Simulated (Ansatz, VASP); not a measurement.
**LiNbO3: VASP beside Ansatz**

```
CELL_PARAMETERS angstrom
2.59475 1.49808 4.67149
-2.59475 1.49808 4.67149
0.00000 -2.99616 4.67149
ATOMIC_POSITIONS crystal
Li 0.28160 0.28160 0.28160
Li 0.78160 0.78160 0.78160
Nb 0.00045 0.00045 0.00045
Nb 0.50045 0.50045 0.50045
O 0.11044 0.35817 0.72115
O 0.72115 0.11044 0.35817
O 0.35817 0.72115 0.11044
O 0.22115 0.85817 0.61044
O 0.85817 0.61044 0.22115
O 0.61044 0.22115 0.85817
```

Alike in both runs: task single point; functional PBE; k mesh 6 × 6 × 6; occupations gaussian, width 0.01 eV; no spin polarisation.

|  | VASP | Ansatz |
| --- | --- | --- |
| version | VASP 6.6.1 | Ansatz 0.2.0 |
| potentials or method | VASP PAW PBE potentials, release 64 (Li_sv, Nb_sv, O), cutoff 520 eV | scalar-relativistic, plane waves, PAW |
| valence electrons in the cell | 68 | 68 |

VASP gave:

```
gap on the k mesh at the Fermi level (eV) : 3.56
least direct gap on the mesh (eV)         : 3.57
rms of the force components (eV/Å)        : 0.008
```

Problem. Estimate Ansatz's values.

Solution. gap on the k mesh at the Fermi level (eV): 3.57; least direct gap on the mesh (eV): 3.59; rms of the force components (eV/Å): 0.002.

Atom by atom the forces differ by 0.008 eV/Å (rms over components).

Noted on VASP's run: the cutoff is short for stress, so the pressure is rough.
